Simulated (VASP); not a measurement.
Write the native input for VASP 6.6.1 that does the following.

```yaml
Task: single point
Functional: revPBE
Dispersion: D3(BJ)
Potentials_or_basis: VASP PAW PBE potentials, release 64 (Si, C)
Cutoff: 600 eV
k_mesh: 10 × 10 × 10
Occupations: fermi-dirac, width 0.05 eV
Spin: no spin polarisation
Dipole_correction: no
Further_INCAR_settings: ALGO = Normal; EDIFF = 1e-06; NBANDS = 11
```

The structure of SiC (Moissanite 3C) lies in POSCAR:

```
SiC
1.0
    0.0000000000      2.1934308841      2.1934308841
    2.1934308841      0.0000000000      2.1934308841
    2.1934308841      2.1934308841      0.0000000000
Si C
1 1
Direct
    0.0000000000      0.0000000000      0.0000000000
    0.7500000000      0.7500000000      0.7500000000
```

These files were run (other wordings do the same):

INCAR

```
ALGO     = Normal         # electronic algorithm
EDIFF    = 1E-6           # SCF threshold, eV
ENCUT    = 600            # plane-wave cutoff, eV
GGA      = RE             # functional
GGA_COMPAT= F            
ISIF     = 2              # what is computed and relaxed
ISMEAR   = -1             # smearing method
IVDW     = 12             # dispersion correction
LASPH    = T              # aspherical terms in the spheres
LCHARG   = F              # write CHGCAR
LREAL    = F              # projectors in reciprocal space
LWAVE    = F              # write WAVECAR
NBANDS   = 11             # bands
NELM     = 120            # most SCF steps
PREC     = Accurate       # precision mode
SIGMA    = 0.05           # smearing width, eV
```

KPOINTS

```
k-points
0
Gamma
  10 10 10
```

Potentials or basis: VASP PAW PBE potentials, release 64 (Si, C).

Run with:

```console
$ cat potpaw_PBE.64/Si/POTCAR potpaw_PBE.64/C/POTCAR > POTCAR
$ mpirun -np 1 vasp_std > vasp.out
```

It gave:

| Quantity | Value |
| --- | --- |
| Pressure | -8.2 GPa |
| Band gap on the k mesh | 1.38 eV, indirect (least direct gap 4.52 eV) |
| Dispersion energy per atom | -0.588 eV |

Caveat: the PAW data sets were made with another functional, which shifts forces and pressure a little.

It took 37 s on 1 thread of Intel Xeon 8259CL, on a shared host, peak memory 0.16 GiB.
